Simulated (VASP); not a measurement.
# Zr (Pm-3m) in VASP: notebook

The runs below take Zr through single point, with PBEsol.

Program: VASP 6.6.1. These are calculated values, not measurements. Logs are shortened: lines on timing, memory, paths and dates and some standing lists are left out, and cuts for length are marked.

## (1) The cell of the first run

It takes space group Pm-3m (No. 221, cubic). The conventional cell has a = 2.710 Å, b = 2.710 Å, c = 2.710 Å, α = 90.00°, β = 90.00°, γ = 90.00°. Zr (site symmetry m-3m) has 6 Zr at 2.71 Å within 3.6 Å.

## (2) Single point, PBEsol

The input, INCAR:

```
SYSTEM = Zr
ALGO     = Normal         ! electronic algorithm
EDIFF    = 1E-6           ! SCF threshold, eV
ENCUT    = 520            ! plane-wave cutoff, eV
GGA      = PS             ! functional
ISIF     = 2              ! what is computed and relaxed
ISMEAR   = -1             ! smearing method
LASPH    = .TRUE.         ! aspherical terms in the spheres
LCHARG   = .FALSE.        ! write CHGCAR
LREAL    = .FALSE.        ! projectors in reciprocal space
LWAVE    = .FALSE.        ! write WAVECAR
NBANDS   = 12             ! bands
NELM     = 60             ! most SCF steps
PREC     = Accurate       ! precision mode
SIGMA    = 0.1            ! smearing width, eV
```

The input, KPOINTS:

```
k-points
0
G
  13 13 13
  0 0 0
```

The input, POSCAR:

```
Zr
1.0
    2.7102287698      0.0000000000      0.0000000000
    0.0000000000      2.7102287698      0.0000000000
    0.0000000000      0.0000000000      2.7102287698
Zr
1
Direct
    0.0000000000      0.0000000000      0.0000000000
```

Potentials or basis: VASP PAW PBE potentials, release 64 (Zr_sv).

Launch:

```sh
> cat potpaw_PBE.64/Zr_sv/POTCAR > POTCAR
> mpirun -np 1 vasp_std > vasp.out
```

OUTCAR:

```text
SYSTEM = Zr
   EDIFF = 1E-6
   ENCUT = 520
   GGA = PS
   ISIF = 2
   ISMEAR = -1
   LASPH = .TRUE.
   LREAL = .FALSE.
   NELM = 60
   PREC = Accurate

 ion  position               nearest neighbor table
   1  0.000  0.000  0.000-

  LATTYP: Found a simple cubic cell.
 ALAT       =     2.7102287698

  Lattice vectors:

 A1 = (   2.7102287698,   0.0000000000,   0.0000000000)
 A2 = (   0.0000000000,   2.7102287698,   0.0000000000)
 A3 = (   0.0000000000,   0.0000000000,   2.7102287698)

Analysis of symmetry for initial positions (statically):
=====================================================================
 Subroutine PRICEL returns:
 Original cell was already a primitive cell.

 Routine SETGRP: Setting up the symmetry group for a
 simple cubic supercell.

 Subroutine GETGRP returns: Found 48 space group operations
 (whereof 48 operations were pure point group operations)
 out of a pool of 48 trial point group operations.

The static configuration has the point symmetry O_h .

Analysis of symmetry for dynamics (positions and initial velocities):
=====================================================================
 Subroutine PRICEL returns:
 Original cell was already a primitive cell.

 Routine SETGRP: Setting up the symmetry group for a
 simple cubic supercell.

 Subroutine GETGRP returns: Found 48 space group operations
 (whereof 48 operations were pure point group operations)
 out of a pool of 48 trial point group operations.

The dynamic configuration has the point symmetry O_h .

 Subroutine INISYM returns: Found 48 space group operations
 (whereof 48 operations are pure point group operations),
 and found     1 'primitive' translations

----------------------------------------------------------------------------------------

                                     Primitive cell

  volume of cell :      19.9076

  direct lattice vectors                    reciprocal lattice vectors
     2.710228770  0.000000000  0.000000000     0.368972543  0.000000000  0.000000000
     0.000000000  2.710228770  0.000000000     0.000000000  0.368972543  0.000000000
     0.000000000  0.000000000  2.710228770     0.000000000  0.000000000  0.368972543

  length of vectors
     2.710228770  2.710228770  2.710228770     0.368972543  0.368972543  0.368972543

  position of ions in fractional coordinates (direct lattice)
     0.000000000  0.000000000  0.000000000

  ion indices of the primitive-cell ions
   primitive index   ion index
                 1           1

----------------------------------------------------------------------------------------

 KPOINTS: k-points

Automatic generation of k-mesh.
 Grid dimensions read from file:
 generate k-points for:   13   13   13

 Generating k-lattice:

  Cartesian coordinates                     Fractional coordinates (reciprocal lattice)
     0.028382503  0.000000000  0.000000000     0.076923077  0.000000000  0.000000000
     0.000000000  0.028382503  0.000000000     0.000000000  0.076923077  0.000000000
     0.000000000  0.000000000  0.028382503     0.000000000  0.000000000  0.076923077

  Length of vectors
     0.028382503  0.028382503  0.028382503

  Shift w.r.t. Gamma in fractional coordinates (k-lattice)
     0.000000000  0.000000000  0.000000000

 Subroutine IBZKPT returns following result:
 ===========================================

 Found     84 irreducible k-points:

 Following reciprocal coordinates:
            Coordinates               Weight
  0.000000  0.000000  0.000000      1.000000
  0.076923  0.000000  0.000000      6.000000
  0.153846  0.000000  0.000000      6.000000
  0.230769  0.000000  0.000000      6.000000
  0.307692  0.000000  0.000000      6.000000
  0.384615  0.000000  0.000000      6.000000
[... 16 lines left out ...]
  0.307692  0.307692  0.000000     12.000000
  0.384615  0.307692  0.000000     24.000000
 [... further k-points ...]
   k-points           NKPTS =     84   k-points in BZ     NKDIM =     84   number of bands    NBANDS=     12
   number of dos      NEDOS =    301   number of ions     NIONS =      1
   total plane-waves  NPLWV =   8000
   dimension x,y,z NGX =    20 NGY =   20 NGZ =   20
   dimension x,y,z NGXF=    40 NGYF=   40 NGZF=   40
   ions per type =               1
   NGX,Y,Z   is equivalent  to a cutoff of  12.27, 12.27, 12.27 a.u.
   NGXF,Y,Z  is equivalent  to a cutoff of  24.54, 24.54, 24.54 a.u.
 SYSTEM =  Zr
   PREC   = accura    normal or accurate (medium, high low for compatibility)
   ISTART =      0    job   : 0-new  1-cont  2-samecut
   ICHARG =      2    charge: 1-file 2-atom 10-const
   ISPIN  =      1    spin polarized calculation?
   LNONCOLLINEAR =      F non collinear calculations
   LSORBIT =      F    spin-orbit coupling
   LASPH  =      T    aspherical Exc in radial PAW
   ENCUT  =  520.0 eV  38.22 Ry    6.18 a.u.   5.04  5.04  5.04*2*pi/ulx,y,z
   NELM   =     60;   NELMIN=  2; NELMDL= -5     # of ELM steps
   EDIFF  = 0.1E-05   stopping-criterion for ELM
   LREAL  =      F    real-space projection
   EDIFFG = 0.1E-04   stopping-criterion for IOM
   NSW    =      0    number of steps for IOM
   IBRION =     -1    ionic relax: 0-MD 1-quasi-New 2-CG
   NFREE  =      0    steps in history (QN), initial steepest desc. (CG)
   ISIF   =      2    stress and relaxation
   ISYM   =      2    0-nonsym 1-usesym 2-fastsym
   POTIM  = 0.5000    time-step for ionic-motion
   TEBEG  =    0.0;   TEEND  =   0.0 temperature during run
   PSTRESS=    0.0 pullay stress
   NELECT =      12.0000    total number of electrons
   NUPDOWN=      -1.0000    fix difference up-down
   EMIN   =  10.00;   EMAX   =-10.00  energy-range for DOS
   EFERMI =   0.00;   METHOD = LEGACY
   ISMEAR =    -1;   SIGMA  =   0.10  broadening in eV -4-tet -1-fermi 0-gaus
   EFERMI_NEDOS =   21; number of points for ismear=-14 and -15
   IALGO  =     38    algorithm
   IMIX   =      4    mixing-type and parameters
     AMIX     =   0.40;   BMIX     =  1.00
     AMIX_MAG =   1.60;   BMIX_MAG =  1.00
  volume/ion in A,a.u.               =      19.91       134.34
  Fermi-wavevector in a.u.,A,eV,Ry     =   1.382917  2.613333 26.020572  1.912458
  Thomas-Fermi vector in A             =   2.507563
   LORBIT       =      0    0 simple, 1 ext, 2 COOP (PROOUT), +10 PAW based schemes
   GGA     = PS    functional components
   LHFCALC =     F    Hartree Fock is set to
   AEXX    =    0.0000 exact exchange contribution
   IVDW    =     0    specifies the selected vdW correction
   LEPSILON=     F    determine dielectric tensor
   LRPA    =     F    only Hartree local field effects (RPA)
 non-spin polarized calculation
  energy-cutoff  :      520.00
  volume of cell :       19.91
 maximum number of plane-waves:       549
   NGX = 11   NGY = 11   NGZ = 11

 number of electron      11.9999999 magnetization

 Free energy of the ion-electron system (eV)
  ---------------------------------------------------
  ext. energy  EPLUGINS =         0.00000000
  ---------------------------------------------------
  free energy    TOTEN  =        -8.04327308 eV

  energy without entropy =       -7.98754750  energy(sigma->0) =       -8.01541029

 E-fermi :  10.3542     XC(G=0): -11.8439

 val. band max:       10.3538526397   @ k =   0.2308   0.1538   0.0769
 cond. band min:      10.3858766347   @ k =   0.3846   0.1538   0.1538
 fundamental gap:      0.0320239950
 Fermi energy:        10.3542329800

 k-point     1 :       0.0000    0.0000    0.0000
  band No.  band energies     occupation
      1     -38.0694      2.00000
      2     -15.0097      2.00000
      3     -15.0097      2.00000
      4     -15.0097      2.00000
      5       5.0495      2.00000
      6       8.0431      2.00000
      7       8.0431      2.00000
      8      17.3820      0.00000
      9      17.3820      0.00000
     10      17.3820      0.00000
     11      25.0417      0.00000
     12      25.0417      0.00000

 k-point     2 :       0.0769    0.0000    0.0000
  band No.  band energies     occupation
      1     -38.0522      2.00000
      2     -15.1514      2.00000
      3     -14.9978      2.00000
      4     -14.9978      2.00000
      5       5.2369      2.00000
      6       8.0971      2.00000
      7       8.2751      2.00000
      8      17.0025      0.00000
      9      17.0025      0.00000
     10      17.4066      0.00000
     11      24.2541      0.00000
     12      25.4831      0.00000

 k-point     3 :       0.1538    0.0000    0.0000
  band No.  band energies     occupation
      1     -38.0043      2.00000
      2     -15.5308      2.00000
      3     -14.9645      2.00000
      4     -14.9645      2.00000
      5       5.7269      2.00000
      6       8.2509      2.00000
      7       8.9555      2.00000
      8      16.1205      0.00000
      9      16.1205      0.00000
     10      17.4754      0.00000
     11      22.7170      0.00000
     12      26.5248      0.00000
[... 286 lines left out ...]
 k-point    23 :       0.3077    0.3077    0.0000
  band No.  band energies     occupation
      1     -37.6594      2.00000
      2     -16.3604      2.00000
      3     -16.2994      2.00000
      4     -14.7292      2.00000
      5       7.8609      2.00000
      6       9.3012      1.99995
      7      13.0317      0.00000
      8      13.7835      0.00000
      9      14.6096      0.00000
     10      15.0092      0.00000
     11      21.5478      0.00000
     12      24.2755      0.00000

 k-point    24 :       0.3846    0.3077    0.0000
  band No.  band energies     occupation
      1     -37.5986      2.00000
      2     -16.7148      2.00000
      3     -16.2649      2.00000
      4     -14.6886      2.00000
      5       7.5587      2.00000
      6       9.4583      1.99974
      7      13.4745      0.00000
      8      14.1769      0.00000
      9      14.9475      0.00000
     10      15.0048      0.00000
     11      21.1042      0.00000
     12      24.9060      0.00000

 [... further k-points ...]
[... 5 lines left out ...]
  --------------------------------------------------------------------------------------
  -------------------------------------------------------------------------------------
  Total        2.1571788      2.1571788      2.1571788     -0.0000000      0.0000000     -0.0000000
  in kB      173.6116557    173.6116557    173.6116557     -0.0000000      0.0000000     -0.0000000
  external PRESSURE =     173.6116557 kB  Pullay stress =       0.0000000 kB

 VOLUME and BASIS-vectors are now :
 -----------------------------------------------------------------------------
  energy-cutoff  :      520.00
  volume of cell :       19.91
      direct lattice vectors                 reciprocal lattice vectors
     2.710228770  0.000000000  0.000000000     0.368972543  0.000000000  0.000000000
     0.000000000  2.710228770  0.000000000     0.000000000  0.368972543  0.000000000
     0.000000000  0.000000000  2.710228770     0.000000000  0.000000000  0.368972543

 POSITION                                       TOTAL-FORCE (eV/Angst)
 -----------------------------------------------------------------------------------
      0.00000      0.00000      0.00000         0.000000      0.000000      0.000000
 -----------------------------------------------------------------------------------
    total drift:                               -0.000000      0.000000      0.000000

  FREE ENERGIE OF THE ION-ELECTRON SYSTEM (eV)
  ---------------------------------------------------
  free  energy   TOTEN  =        -8.0432730826 eV

  energy  without entropy=       -7.9875474953  energy(sigma->0) =       -8.01541029
```

Run time: 11 s. Hardware: 1 thread of Intel Xeon Platinum 8488C (Sapphire Rapids), shared host; peak memory 0.13 GiB.

Results:

* Free energy: -8.0433 eV
* Pressure: 17.4 GPa
* Band gap on the k mesh: zero (band 6 reaches 11.40 eV, above the bottom of band 7 at 8.04 eV)

Caveat: the PAW data sets were made with another functional, which shifts forces and pressure a little.

## (3) Single point, PBEsol

The input, INCAR:

```
  PREC = Accurate
  ENCUT = 520
  EDIFF = 1E-6
  ISMEAR = -1
  SIGMA = 0.1
  LREAL = False
  LASPH = True
  NELM = 100
  ALGO = Normal
  ISIF = 2
  LWAVE = False
  LCHARG = False
  GGA = PS
  NBANDS = 12
```

The input, KPOINTS:

```
Automatic mesh
0
Gamma
  13 13 13
```

POSCAR is that of step 2.

Potentials or basis: VASP PAW PBE potentials, release 64 (Zr_sv).

Launch:

```sh
> cat potpaw_PBE.64/Zr_sv/POTCAR > POTCAR
> mpirun -np 1 vasp_std > vasp.out
```

It took 11 s on 1 thread of Intel Xeon Platinum 8488C (Sapphire Rapids), shared host; peak memory 0.13 GiB.

Results (log left out):

- Free energy: -8.0433 eV
- Pressure: 17.4 GPa
- Band gap on the k mesh: zero (band 6 reaches 11.40 eV, above the bottom of band 7 at 8.04 eV)

Levels at points of the mesh, in eV from the Fermi level:
```
           k point  band 2  band 3  band 4  band 5  band 6  band 7  band 8  band 9  band 10  band 11
(0.00, 0.00, 0.00)  -25.36  -25.36  -25.36   -5.30   -2.31   -2.31    7.03    7.03     7.03    14.69
```

Caveat: the PAW data sets were made with another functional, which shifts forces and pressure a little.

## (4) Single point, PBEsol (volume scaled by 0.92)

The input, INCAR:

```
SYSTEM = Zr
PREC = Accurate
ENCUT = 520
EDIFF = 1E-6
ISMEAR = -1
SIGMA = 0.1
LREAL = .False.
LASPH = .True.
NELM = 80
ALGO = Normal
ISIF = 2
LWAVE = .False.
LCHARG = .False.
GGA = PS
NBANDS = 12
```

The input, KPOINTS:

```
regular mesh
0
Gamma
  13 13 13
  0 0 0
```

The input, POSCAR:

```
Zr
1.0
    2.7936723206      0.0000000000      0.0000000000
    0.0000000000      2.7936723206      0.0000000000
    0.0000000000      0.0000000000      2.7936723206
Zr
1
Direct
    0.0000000000      0.0000000000      0.0000000000
```

Launch:

```sh
> cat potpaw_PBE.64/Zr_sv/POTCAR > POTCAR
> mpirun -np 1 vasp_std > vasp.out
```

Run time: 13 s. Hardware: 1 thread of Intel Xeon Platinum 8488C (Sapphire Rapids), shared host; peak memory 0.15 GiB.

The run converged. Its results:

* Free energy: -8.1854 eV
* Pressure: 7.1 GPa
* Band gap on the k mesh: zero (band 6 reaches 10.17 eV, above the bottom of band 7 at 7.25 eV)

Levels at points of the mesh, in eV from the Fermi level:
| k point | band 3 | band 4 | band 5 | band 6 | band 7 | band 8 | band 9 | band 10 |
| --- | --- | --- | --- | --- | --- | --- | --- | --- |
| (0.00, 0.00, 0.00) | -25.63 | -25.63 | -5.23 | -2.02 | -2.02 | 6.39 | 6.39 | 6.39 |

Caveat: the PAW data sets were made with another functional, which shifts forces and pressure a little.
